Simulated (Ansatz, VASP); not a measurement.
**Two plane-wave programs on SnO**

The input INCAR:

```
PREC     = Accurate       # precision mode
ENCUT    = 520            # plane-wave cutoff, eV
EDIFF    = 1E-6           # SCF threshold, eV
ISMEAR   = 0              # smearing method
SIGMA    = 0.15           # smearing width, eV
LREAL    = False          # projectors in reciprocal space
LASPH    = True           # aspherical terms in the spheres
NELM     = 80             # most SCF steps
ALGO     = Normal         # electronic algorithm
ISIF     = 2              # what is computed and relaxed
LWAVE    = False          # write WAVECAR
LCHARG   = True           # write CHGCAR
GGA      = PS             # functional
IVDW     = 12             # dispersion correction
LELF     = True           # ELF
LVHAR    = True         
NBANDS   = 28             # bands
```

File KPOINTS:

```
Automatic mesh
0
Gamma
  12 12 10
```

The input POSCAR:

```
SnO
1.0
    3.7069500000      0.0000000000      0.0000000000
    0.0000000000      3.7069500000      0.0000000000
    0.0000000000      0.0000000000      5.0778000000
Sn O
2 2
Direct
    0.0000000000      0.5000000000      0.2385000000
    0.5000000000      0.0000000000      0.7615000000
    0.0000000000      0.0000000000      0.0000000000
    0.5000000000      0.5000000000      0.0000000000
```

Input for Ansatz:

```yaml
crystal:
  lattice:
    - [3.70695, 0.0, 0.0]
    - [0.0, 3.70695, 0.0]
    - [0.0, 0.0, 5.0778]
  atoms:
    - { symbol: Sn, position: [0.0, 0.5, 0.2385] }
    - { symbol: Sn, position: [0.5, 0.0, 0.7615] }
    - { symbol: O, position: [0.0, 0.0, 0.0] }
    - { symbol: O, position: [0.5, 0.5, 0.0] }
basis:
  ecutwfc: 420
kpoints:
  mp_grid: { grid: [12, 12, 10] }
hamiltonian:
  xc: pbesol
  dispersion: d3bj
scf:
  occupations: { method: gaussian, width: 0.15 }
output:
  forces: true
  stress: true
  eigenvalues: true
```

Change from the starting cell: strain -0.025 along x and y, +0.050 along z, atoms carried along.

Alike in both runs: task single point; functional PBEsol; dispersion D3(BJ); k mesh 12 × 12 × 10; occupations gaussian, width 0.15 eV; no spin polarisation.

```csv
,VASP,Ansatz
version,VASP 6.6.1,Ansatz 0.2.0
potentials or method,"VASP PAW PBE potentials, release 64 (Sn_d, O), cutoff 520 eV","scalar-relativistic, plane waves, PAW"
valence electrons in the cell,40,40
```

|  | VASP | Ansatz | Ansatz less VASP |
| --- | --- | --- | --- |
| gap on the k mesh at the Fermi level (eV) | none | none | - |
| pressure (GPa) | -0.6 | -0.9 | -0.26 |
| traceless stress, the component that is largest in VASP (GPa) | -4.35 | -4.40 | -0.051 |
| rms of the force components (eV/Å) | 0.106 | 0.141 | +0.0355 |

VASP's potentials were made for PBE, not for PBEsol. Atom by atom the forces differ by 0.035 eV/Å (rms over components). A gap of «none» marks a metal or a gap that the smearing closes.
